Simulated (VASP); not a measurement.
## Ti: elastic constants with LDA

Crystal: Ti.

```
CELL_PARAMETERS angstrom
2.86473 0.00000 0.00000
-1.43237 2.48093 0.00000
0.00000 0.00000 4.54599
ATOMIC_POSITIONS crystal
Ti 0.33333 0.66667 0.25000
Ti 0.66667 0.33333 0.75000
```

- Program: VASP 6.6.1
- Task: elastic constants
- Functional: LDA
- Potentials or basis: VASP PAW LDA potentials, release 64 (Ti_sv)
- Cutoff: 600 eV
- k mesh: 18 × 18 × 10
- Occupations: fermi-dirac, width 0.15 eV
- Spin: no spin polarisation
- Dipole correction: no
- Ions in elastic constants: relaxed
- Further INCAR settings: ALGO = Normal; EDIFF = 1e-08; NBANDS = 19; IBRION = 6; POTIM = 0.015; NSW = 1; ISIF = 3

```json
{
  "Voigt bulk modulus": "123 GPa",
  "Highest phonon frequency at Γ": "219 cm⁻¹"
}
```

Phonon frequencies in cm⁻¹ (negative: imaginary):
```csv
q point,frequencies
"(0.000, 0.000, 0.000)",0 0 0 96 96 219
```

Elastic tensor in Voigt notation (GPa, in the Cartesian axes of the cell as first typed):
```
151 123  91   0   0   0
123 151  91   0   0   0
 91  91 196   0   0   0
  0   0   0  30   0   0
  0   0   0   0  30   0
  0   0   0   0   0  14
```

Clamped-ion elastic tensor (GPa):
```
192  81  91   0   0   0
 81 192  91   0   0   0
 91  91 196   0   0   0
  0   0   0  30   0   0
  0   0   0   0  30   0
  0   0   0   0   0  55
```

Run time: 43 min on 4 MPI ranks on Oxide Virtual Turin-like Processor, on a shared host, peak memory 0.99 GiB a rank.
